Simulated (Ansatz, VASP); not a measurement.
## BN: VASP beside Ansatz

```
CELL_PARAMETERS angstrom
2.51000 0.00000 0.00000
-1.25500 2.17372 0.00000
0.00000 0.00000 6.69000
ATOMIC_POSITIONS crystal
B 0.00000 0.00000 0.50000
B 0.33333 0.66667 0.00000
N 0.00000 0.00000 0.00000
N 0.62683 0.33333 0.50000
```

Alike in both runs: task single point; functional PBE; dispersion D3(BJ); k mesh 12 × 12 × 4; occupations gaussian, width 0.05 eV; no spin polarisation.

|  | VASP | Ansatz |
| --- | --- | --- |
| version | VASP 6.6.1 | Ansatz 0.2.0 |
| potentials or method | VASP PAW PBE potentials, release 64 (B, N), cutoff 520 eV | scalar-relativistic, plane waves, PAW |
| valence electrons in the cell | 16 | 16 |

|  | VASP | Ansatz | Ansatz less VASP |
| --- | --- | --- | --- |
| gap on the k mesh at the Fermi level (eV) | 4.14 | 4.15 | +0.007 |
| least direct gap on the mesh (eV) | 4.48 | 4.49 | +0.003 |
| pressure (GPa) | 0.7 | 0.7 | -0.04 |
| traceless stress, the component that is largest in VASP (GPa) | 5.64 | 5.63 | -0.006 |
| rms of the force components (eV/Å) | 1.691 | 1.695 | +0.0046 |

Atom by atom the forces differ by 0.005 eV/Å (rms over components).
